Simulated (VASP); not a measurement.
# SnS2 (P-3m1) in VASP: settings compared, part 2 of 2

VASP 6.6.1. Earlier steps stand in the parts before.

## Step 3: Single point, HSE06

Contents of POSCAR:

```
SnS2
1.0
    3.6607548086      0.0000000000      0.0000000000
   -1.8303774043      3.1703066613      0.0000000000
    0.0000000000      0.0000000000      5.9617808839
Sn S
1 2
Direct
    0.0000000000      0.0000000000      0.0000000000
    0.3333333333      0.6666666667      0.2455905344
    0.6666666667      0.3333333333      0.7544094656
```

Contents of INCAR.step1:

```
SYSTEM = SnS2
PREC = Accurate ; ENCUT = 400
EDIFF = 1E-5 ; ISMEAR = 0
SIGMA = 0.01 ; LREAL = .FALSE.
LASPH = .TRUE. ; NELM = 120
ALGO = Normal ; ISIF = 2
LWAVE = .TRUE. ; LCHARG = .FALSE.
NBANDS = 20 ; GGA = PE
GGA_COMPAT = .FALSE.
```

Contents of INCAR.step2:

```
SYSTEM = SnS2
PREC = Accurate ; ENCUT = 400
EDIFF = 1E-6 ; ISMEAR = 0
SIGMA = 0.01 ; LREAL = .FALSE.
LASPH = .TRUE. ; NELM = 120
ALGO = Normal ; ISIF = 2
LWAVE = .FALSE. ; LCHARG = .FALSE.
GGA = PE ; LHFCALC = .TRUE.
HFSCREEN = 0.2079 ; PRECFOCK = Normal
NBANDS = 20 ; ISTART = 1
GGA_COMPAT = .FALSE.
```

Contents of KPOINTS:

```
Automatic mesh
0
G
  6 6 2
  0 0 0
```

Potentials or basis: VASP PAW PBE potentials, release 64 (Sn_d, S).

On the command line:

```sh
$ cat potpaw_PBE.64/Sn_d/POTCAR potpaw_PBE.64/S/POTCAR > POTCAR
$ cp INCAR.step1 INCAR
$ mpirun -np 1 vasp_std > vasp.out
$ cp INCAR.step2 INCAR
$ mpirun -np 1 vasp_std > vasp.out
```

OUTCAR:

```text
SYSTEM = SnS2
   PREC = Accurate
   ENCUT = 400
   EDIFF = 1E-6
   ISMEAR = 0
   LREAL = .FALSE.
   LASPH = .TRUE.
   NELM = 120
   ISIF = 2
   GGA = PE
   LHFCALC = .TRUE.
   HFSCREEN = 0.2079
   PRECFOCK = Normal
   ISTART = 1

 ion  position               nearest neighbor table
   1  0.000  0.000  0.000-   2 2.57   3 2.57   3 2.57   2 2.57   3 2.57   2 2.57
   2  0.333  0.667  0.246-   1 2.57   1 2.57   1 2.57
   3  0.667  0.333  0.754-   1 2.57   1 2.57   1 2.57

  LATTYP: Found a hexagonal cell.
 ALAT       =     3.6607548086
 C/A-ratio  =     1.6285660187

  Lattice vectors:

 A1 = (   3.6607548086,   0.0000000000,   0.0000000000)
 A2 = (  -1.8303774043,   3.1703066613,   0.0000000000)
 A3 = (   0.0000000000,   0.0000000000,   5.9617808839)

Analysis of symmetry for initial positions (statically):
=====================================================================
 Subroutine PRICEL returns:
 Original cell was already a primitive cell.

 Routine SETGRP: Setting up the symmetry group for a
[... 163 lines left out ...]
  ---------------------------------------------------
  free energy    TOTEN  =       -16.19525412 eV

  energy without entropy =      -16.19525412  energy(sigma->0) =      -16.19525412

 E-fermi :   3.9002     XC(G=0):  -7.8969

 val. band max:        3.7620478288   @ k =   0.0000   0.0000   0.0000
 cond. band min:       6.1895504161   @ k =   0.5000  -0.0000   0.5000
 fundamental gap:      2.4275025873
 Fermi energy:         3.9002089627

 k-point     1 :       0.0000    0.0000    0.0000
  band No.  band energies     occupation
      1     -19.0273      2.00000
      2     -19.0273      2.00000
      3     -18.9662      2.00000
      4     -18.9402      2.00000
      5     -18.9402      2.00000
      6     -11.2540      2.00000
[... 311 lines left out ...]
     19      14.5638      0.00000
     20      14.6366      0.00000

------------------------ aborting loop because EDIFF is reached ----------------------------------------

  FORCE on cell =-STRESS in cart. coord.  units (eV):
  Direction    XX          YY          ZZ          XY          YZ          ZX
  --------------------------------------------------------------------------------------
  -------------------------------------------------------------------------------------
  Total       -0.1277658     -0.1277658     -0.1484845      0.0000000      0.0000000      0.0000000
  in kB       -2.9585387     -2.9585387     -3.4383002      0.0000000      0.0000000      0.0000000
  external PRESSURE =      -3.1184592 kB  Pullay stress =       0.0000000 kB

 VOLUME and BASIS-vectors are now :
 -----------------------------------------------------------------------------
  energy-cutoff  :      400.00
  volume of cell :       69.19
      direct lattice vectors                 reciprocal lattice vectors
     3.660754809  0.000000000  0.000000000     0.273167708  0.157713450  0.000000000
    -1.830377404  3.170306661  0.000000000     0.000000000  0.315426899  0.000000000
     0.000000000  0.000000000  5.961780884     0.000000000  0.000000000  0.167735115

 POSITION                                       TOTAL-FORCE (eV/Angst)
 -----------------------------------------------------------------------------------
      0.00000      0.00000      0.00000        -0.000000     -0.000000      0.000000
     -0.00000      2.11354      1.46416         0.000000      0.000000     -0.265307
      1.83038      1.05677      4.49762        -0.000000     -0.000000      0.265307
 -----------------------------------------------------------------------------------
    total drift:                                0.000001     -0.000000     -0.000002

  FREE ENERGIE OF THE ION-ELECTRON SYSTEM (eV)
  ---------------------------------------------------
  free  energy   TOTEN  =       -16.1952541211 eV

  energy  without entropy=      -16.1952541211  energy(sigma->0) =      -16.19525412
```

OUTCAR.step1:

```text
SYSTEM = SnS2
   PREC = Accurate
   ENCUT = 400
   EDIFF = 1E-5
   ISMEAR = 0
   LREAL = .FALSE.
   LASPH = .TRUE.
   NELM = 120
[... 534 lines left out ...]
      0.00000      0.00000      0.00000         0.000000      0.000000      0.000000
     -0.00000      2.11354      1.46416        -0.000000      0.000000      0.216278
      1.83038      1.05677      4.49762         0.000000     -0.000000     -0.216278
 -----------------------------------------------------------------------------------
    total drift:                                0.000000      0.000000     -0.000000

  FREE ENERGIE OF THE ION-ELECTRON SYSTEM (eV)
  ---------------------------------------------------
  free  energy   TOTEN  =       -13.1686314282 eV

  energy  without entropy=      -13.1686314282  energy(sigma->0) =      -13.16863143
```

Wall time 23 min (1 thread of Intel Xeon Platinum 8259CL at 2.50GHz (Skylake/Cascade Lake), shared host); peak memory 0.27 GiB.

What came out:

* Free energy: -16.1953 eV
* Pressure: -0.3 GPa
* Largest force: 0.265 eV/Å
* Band gap on the k mesh: 2.43 eV (least direct gap 2.80 eV)

Forces on the atoms (eV/Å):
```
Sn   0.000  0.000  0.000
S    0.000  0.000 -0.265
S    0.000  0.000  0.265
```

Levels at points of the mesh, in eV from the valence-band top:
| k point | band 9 | band 10 | band 11 | band 12 | band 13 | band 14 | band 15 | band 16 | band 17 | band 18 |
| --- | --- | --- | --- | --- | --- | --- | --- | --- | --- | --- |
| (0.00, 0.00, 0.00) | -0.60 | -0.60 | -0.26 | -0.26 | 0.00 | 2.96 | 4.67 | 6.59 | 6.59 | 10.10 |
| (0.50, 0.00, 0.00) | -4.64 | -2.81 | -2.65 | -0.91 | -0.21 | 2.59 | 5.59 | 7.09 | 7.44 | 8.95 |
| (0.00, 0.00, 0.50) | -1.90 | -0.68 | -0.68 | -0.14 | -0.14 | 4.09 | 4.74 | 6.34 | 6.34 | 10.18 |
| (0.50, 0.00, 0.50) | -5.07 | -2.50 | -1.90 | -0.68 | -0.52 | 2.43 | 5.81 | 6.77 | 7.48 | 8.25 |

Caveat: the k points lie up to 0.53 Å⁻¹ apart; the PAW data sets were made with another functional, which shifts forces and pressure a little; spin-orbit coupling is left out, which moves the levels of the heavy elements; this functional lacks dispersion, which binds the layers, so the pressure and a relaxed spacing across them are unreliable. A k mesh can miss the band edges.

## Step 4: Single point, PBE-based screened hybrid with 75 % exact exchange

POSCAR is that of step 3.

Contents of INCAR.step1:

```
PREC     = Accurate       # precision mode
ENCUT    = 400            # plane-wave cutoff, eV
EDIFF    = 1E-5           # SCF threshold, eV
ISMEAR   = 0              # smearing method
SIGMA    = 0.01           # smearing width, eV
LREAL    = False          # projectors in reciprocal space
LASPH    = True           # aspherical terms in the spheres
NELM     = 120            # most SCF steps
ALGO     = Normal         # electronic algorithm
ISIF     = 2              # what is computed and relaxed
LWAVE    = True           # write WAVECAR
LCHARG   = False          # write CHGCAR
GGA      = PE             # functional
NBANDS   = 20             # bands
GGA_COMPAT= False
```

Contents of INCAR.step2:

```
PREC     = Accurate       # precision mode
ENCUT    = 400            # plane-wave cutoff, eV
EDIFF    = 1E-6           # SCF threshold, eV
ISMEAR   = 0              # smearing method
SIGMA    = 0.01           # smearing width, eV
LREAL    = False          # projectors in reciprocal space
LASPH    = True           # aspherical terms in the spheres
NELM     = 120            # most SCF steps
ALGO     = Normal         # electronic algorithm
ISIF     = 2              # what is computed and relaxed
LWAVE    = False          # write WAVECAR
LCHARG   = False          # write CHGCAR
GGA      = PE             # functional
LHFCALC  = True           # exact exchange
AEXX     = 0.75           # exact-exchange fraction
HFSCREEN = 0.5            # screening, 1/A
PRECFOCK = Normal       
ISTART   = 1            
NBANDS   = 20             # bands
GGA_COMPAT= False
```

Contents of KPOINTS:

```
regular mesh
0
Gamma
  6 6 2
```

On the command line:

```sh
$ cat potpaw_PBE.64/Sn_d/POTCAR potpaw_PBE.64/S/POTCAR > POTCAR
$ cp INCAR.step1 INCAR
$ mpirun -np 1 vasp_std > vasp.out
$ cp INCAR.step2 INCAR
$ mpirun -np 1 vasp_std > vasp.out
```

Wall time 27 min (1 thread of Intel Xeon Platinum 8259CL at 2.50GHz (Skylake/Cascade Lake), shared host); peak memory 0.27 GiB.

Results (log left out):

```
Free energy            : -18.2211 eV
Pressure               : -3.4 GPa
Largest force          : 0.723 eV/Å
Band gap on the k mesh : 2.87 eV (least direct gap 3.20 eV)
```

Forces on the atoms (eV/Å):
```
Sn   0.000  0.000  0.000
S    0.000  0.000 -0.723
S    0.000  0.000  0.723
```

Stress tensor (GPa, compression positive):
```
-3.27  0.00  0.00
 0.00 -3.27  0.00
 0.00  0.00 -3.64
```

Levels at points of the mesh, in eV from the valence-band top:
```
           k point  band 9  band 10  band 11  band 12  band 13  band 14  band 15  band 16  band 17  band 18
(0.00, 0.00, 0.00)   -0.60    -0.60    -0.27    -0.27     0.00     3.54     5.17     7.20     7.20    10.64
(0.50, 0.00, 0.00)   -4.86    -2.94    -2.78    -0.94    -0.20     3.01     6.12     7.50     8.07     9.71
(0.00, 0.00, 0.50)   -1.96    -0.68    -0.68    -0.14    -0.14     4.68     5.25     6.93     6.93    10.78
(0.50, 0.00, 0.50)   -5.30    -2.62    -2.01    -0.73    -0.52     2.87     6.31     7.30     7.90     8.99
```

Caveat: the k points lie up to 0.53 Å⁻¹ apart; the PAW data sets were made with another functional, which shifts forces and pressure a little; spin-orbit coupling is left out, which moves the levels of the heavy elements. A k mesh can miss the band edges.
